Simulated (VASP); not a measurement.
Crystal: Sc3Re.

```
Sc Re
1.0
     4.13387    0.00000    0.00000
     0.00000    4.13387    0.00000
     0.00000    0.00000    4.13387
Sc Re
3 1
Direct
  0.00000 0.50000 0.50000
  0.50000 0.00000 0.50000
  0.50000 0.50000 0.00000
  0.00000 0.00000 0.00000
```

| Item | Value |
| --- | --- |
| Program | VASP 6.6.1 |
| Task | relaxation of cell and atoms |
| Functional | PBE |
| Potentials or basis | VASP PAW PBE potentials, release 64 (Sc_sv, Re) |
| Cutoff | 600 eV |
| k mesh | 4 × 4 × 4 |
| Occupations | gaussian, width 0.1 eV |
| Spin | no spin polarisation |

At the start: pressure 15.4 GPa; volume 17.66 Å³/atom.

Q: Where does the relaxation end?

A: Over 3 steps the energy falls by 106.3 meV/atom and the volume is 20.13 Å³/atom (+14.0 %); space group Pm-3m (No. 221, to 0.1 Å) before and after.

Step by step:
```tsv
step	energy change (eV)	largest force (eV/Å)	pressure (GPa)	volume (Å³)
1	0.0000	0.0000	15.36	70.64
2	-0.1691	0.0000	-8.37	89.41
3	-0.4252	0.0000	-0.14	80.50
```

Final structure:
```yaml
crystal:
  lattice:
    - [4.31789, 0.00000, 0.00000]
    - [0.00000, 4.31789, 0.00000]
    - [0.00000, 0.00000, 4.31789]
  atoms:
    - { symbol: Sc, position: [0.00000, 0.50000, 0.50000] }
    - { symbol: Sc, position: [0.50000, 0.00000, 0.50000] }
    - { symbol: Sc, position: [0.50000, 0.50000, 0.00000] }
    - { symbol: Re, position: [0.00000, 0.00000, 0.00000] }
```

Caveat: the k points lie up to 0.36 Å⁻¹ apart in the final cell, too coarse for converged energies and pressures of a metal.
